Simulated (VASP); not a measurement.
A run of VASP 6.6.1 is set up as follows.

The input POSCAR:

```
BN
1.0
    2.5439499968      0.0000000000      0.0000000000
   -1.2719749984      2.2031253232      0.0000000000
    0.0000000000      0.0000000000      4.2078153299
B N
2 2
Direct
    0.3333333333      0.6666666667      0.0002034648
    0.6666666667      0.3333333333      0.5002034648
    0.3333333333      0.6666666667      0.3747965352
    0.6666666667      0.3333333333      0.8747965352
```

INCAR.step1

```
PREC = Accurate
ENCUT = 500
EDIFF = 1E-8
ISMEAR = 0
SIGMA = 0.01
LREAL = F
LASPH = T
NELM = 80
ALGO = Normal
LWAVE = T
LCHARG = F
GGA = PE
```

The input INCAR.step2:

```
PREC = Accurate
ENCUT = 500
EDIFF = 1E-8
ISMEAR = 0
SIGMA = 0.01
LREAL = F
LASPH = T
NELM = 1
ALGO = Exact
LWAVE = T
LCHARG = F
GGA = PE
NBANDS = 46
LOPTICS = T
ISTART = 1
```

INCAR.step3

```
PREC = Accurate
ENCUT = 500
EDIFF = 1E-8
ISMEAR = 0
SIGMA = 0.01
LREAL = F
LASPH = T
ALGO = EVGW0
LWAVE = F
LCHARG = F
GGA = PE
NELMGW = 1
NBANDS = 46
ENCUTGW = 80.0
NOMEGA = 48
PRECFOCK = Fast
ISTART = 1
NBANDSGW = 16
```

KPOINTS

```
regular mesh
0
Gamma
  6 6 4
```

Potentials or basis: VASP PAW PBE potentials, release 64 (B_GW, N_GW).

Command:

```sh
$ cat potpaw_PBE.64/B_GW/POTCAR potpaw_PBE.64/N_GW/POTCAR > POTCAR
$ cp INCAR.step1 INCAR
$ mpirun -np 1 vasp_std > vasp.out
$ cp INCAR.step2 INCAR
$ mpirun -np 1 vasp_std > vasp.out
$ cp INCAR.step3 INCAR
$ mpirun -np 1 vasp_std > vasp.out
```

(1) What does it give for the quasiparticle gap?

(2) Estimate the least direct quasiparticle gap.

(3) What does it give for the band gap of the starting levels on the mesh?

(4) What does it give for the least direct gap of the starting levels on the mesh?

## Answers

(1) 6.37 eV.

(2) 10.05 eV.

(3) 5.19 eV.

(4) 8.32 eV.

Caveat: the k points lie up to 0.48 Å⁻¹ apart; bands, screening cutoff and mesh are small and nothing is extrapolated, so the quasiparticle values aren't converged.
